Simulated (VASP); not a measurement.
# Ge: relaxation of cell and atoms with r2SCAN

The system is Ge.

```
CELL_PARAMETERS angstrom
5.67340 0.00000 0.00000
0.00000 5.67340 0.00000
0.00000 0.00000 5.67340
ATOMIC_POSITIONS crystal
Ge 0.00000 0.00000 0.00000
Ge 0.00000 0.50000 0.50000
Ge 0.50000 0.00000 0.50000
Ge 0.50000 0.50000 0.00000
Ge 0.25000 0.25000 0.25000
Ge 0.25000 0.75000 0.75000
Ge 0.75000 0.25000 0.75000
Ge 0.75000 0.75000 0.25000
```

```json
{
 "Program": "VASP 6.6.1",
 "Task": "relaxation of cell and atoms",
 "Functional": "r2SCAN",
 "Potentials or basis": "VASP PAW PBE potentials, release 64 (Ge_d)",
 "Cutoff": "600 eV",
 "k mesh": "4 × 4 × 4",
 "Occupations": "gaussian, width 0.05 eV",
 "Spin": "no spin polarisation",
 "Dipole correction": "no",
 "Further INCAR settings": "ALGO = Normal; EDIFF = 1e-06; IBRION = 2; EDIFFG = -0.003; NSW = 80; ISIF = 3"
}
```

```json
{
  "Relaxed volume": "22.85 Å³/atom",
  "Relaxed cell": "a = 5.675 Å, b = 5.675 Å, c = 5.675 Å, α = 90.00°, β = 90.00°, γ = 90.00°",
  "Space group after relaxing (to 0.1 Å)": "Fd-3m (No. 227)",
  "Energy gained by relaxing": "0.0 meV/atom",
  "Ionic steps": "3",
  "Pressure after relaxing": "0.0 GPa",
  "Band gap on the k mesh": "0.32 eV"
}
```

Final structure:
```yaml
crystal:
  lattice:
    - [5.67509, 0.00000, 0.00000]
    - [0.00000, 5.67509, 0.00000]
    - [0.00000, 0.00000, 5.67509]
  atoms:
    - { symbol: Ge, position: [0.00000, 0.00000, 0.00000] }
    - { symbol: Ge, position: [0.00000, 0.50000, 0.50000] }
    - { symbol: Ge, position: [0.50000, 0.00000, 0.50000] }
    - { symbol: Ge, position: [0.50000, 0.50000, 0.00000] }
    - { symbol: Ge, position: [0.25000, 0.25000, 0.25000] }
    - { symbol: Ge, position: [0.25000, 0.75000, 0.75000] }
    - { symbol: Ge, position: [0.75000, 0.25000, 0.75000] }
    - { symbol: Ge, position: [0.75000, 0.75000, 0.25000] }
```

Levels at points of the mesh, in eV from the valence-band top:
```tsv
k point	band 52	band 53	band 54	band 55	band 56	band 57	band 58	band 59	band 60	band 61
(0.00, 0.00, 0.00)	-3.19	-3.19	0.00	0.00	0.00	0.32	0.98	0.98	0.98	0.98
(0.50, 0.00, 0.00)	-4.01	-2.11	-2.11	-2.11	-2.11	1.22	1.22	3.03	3.03	4.64
(0.50, 0.50, 0.00)	-3.96	-1.57	-1.57	-1.57	-1.57	2.21	2.21	2.21	2.21	5.06
(0.50, 0.50, 0.50)	-1.47	-1.47	-1.47	-1.47	-1.47	0.41	0.41	0.41	0.41	3.99
```

Run time: 8.6 min on 1 thread of Intel(R) Xeon(R) 6975P-C (Granite Rapids) (shared host), peak memory 0.4 GiB.

Caveat: the PAW data sets were made with another functional, which shifts forces and pressure a little. A k mesh can miss the band edges.
